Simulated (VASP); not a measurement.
A run of VASP 6.6.1 is set up as follows.

Contents of INCAR:

```
SYSTEM = BAs
PREC     = Accurate       ! precision mode
ENCUT    = 520            ! plane-wave cutoff, eV
EDIFF    = 1E-8           ! SCF threshold, eV
ISMEAR   = -1             ! smearing method
SIGMA    = 0.01           ! smearing width, eV
LREAL    = .FALSE.        ! projectors in reciprocal space
LASPH    = .TRUE.         ! aspherical terms in the spheres
NELM     = 60             ! most SCF steps
ALGO     = Normal         ! electronic algorithm
ISIF     = 2              ! what is computed and relaxed
LWAVE    = .FALSE.        ! write WAVECAR
LCHARG   = .FALSE.        ! write CHGCAR
GGA      = CA             ! functional
LEFG     = .TRUE.       
NBANDS   = 11             ! bands
```

File KPOINTS:

```
Automatic mesh
0
G
  11 11 11
  0 0 0
```

The input POSCAR:

```
BAs
1.0
    0.0000000000      2.3742760326      2.4819158100
    2.3742760326      0.0000000000      2.4819158100
    2.3742760326      2.3742760326      0.0000000000
B As
1 1
Direct
    0.7500000000      0.7500000000      0.7500000000
    0.0000000000      0.0000000000      0.0000000000
```

Potentials or basis: VASP PAW LDA potentials, release 64 (B, As).

Command:

```console
$ cat potpaw_LDA.64/B/POTCAR potpaw_LDA.64/As/POTCAR > POTCAR
$ mpirun -np 1 vasp_std > vasp.out
```

Problem. Estimate the band gap on the k mesh.

Solution. 0.85 eV, indirect (least direct gap 2.99 eV).

Problem. Estimate the pressure.

Solution. -6.5 GPa.

Electric field gradients, principal values (V/Å²):
```tsv
atom	least	middle	greatest (by size)
1 B	-0.146	-0.146	0.292
2 As	-3.294	-3.295	6.590
```

Caveat: without QUAD_EFG the Cq values of the log hold for a quadrupole moment of 1 mb, not for the nuclei. A k mesh can miss the band edges.
